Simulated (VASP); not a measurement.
Input of a VASP 6.6.1 run:

The input INCAR:

```
ALGO     = Normal         # electronic algorithm
EDIFF    = 1E-6           # SCF threshold, eV
EDIFFG   = -0.04          # ionic threshold
ENCUT    = 600            # plane-wave cutoff, eV
GGA      = PE             # functional
IBRION   = 2              # ionic algorithm
ISIF     = 3              # what is computed and relaxed
ISMEAR   = 0              # smearing method
LASPH    = T              # aspherical terms in the spheres
LCHARG   = F              # write CHGCAR
LREAL    = F              # projectors in reciprocal space
LWAVE    = F              # write WAVECAR
NELM     = 100            # most SCF steps
NSW      = 90             # ionic steps
PREC     = Accurate       # precision mode
SIGMA    = 0.1            # smearing width, eV
```

KPOINTS

```
k-points
0
Gamma
  6 6 4
```

The input POSCAR:

```
K2HfSe3
1.0
    5.1821124921      0.0000000000      0.0000000000
   -2.5910562461      4.4878410635      0.0000000000
    0.0000000000      0.0000000000      6.2157591858
K Hf Se
2 1 3
Direct
    0.6666666667      0.3333333333      0.5977098575
    0.3333333333      0.6666666667      0.4022901425
    0.0000000000      0.0000000000      0.0000000000
    0.6666666667      0.3333333333      0.0806569372
    0.3333333333      0.6666666667      0.9193430628
    0.0000000000      0.0000000000      0.5000000000
```

Potentials or basis: VASP PAW PBE potentials, release 64 (K_sv, Hf_pv, Se).

Run with:

```sh
$ cat potpaw_PBE.64/K_sv/POTCAR potpaw_PBE.64/Hf_pv/POTCAR potpaw_PBE.64/Se/POTCAR > POTCAR
$ mpirun -np 1 vasp_std > vasp.out
```

Q: What does it give for the relaxed volume?

A: 24.08 Å³/atom.

Q: Estimate the space group after relaxing (to 0.1 Å).

A: P-3m1 (No. 164).

Step by step:
```
step  energy change (eV)  largest force (eV/Å)  pressure (GPa)  volume (Å³)
   1              0.0000                0.0804           -0.01       144.56
   2             -0.0024                0.0617           -0.06       144.53
   3             -0.0036                0.0380           -0.11       144.49
```
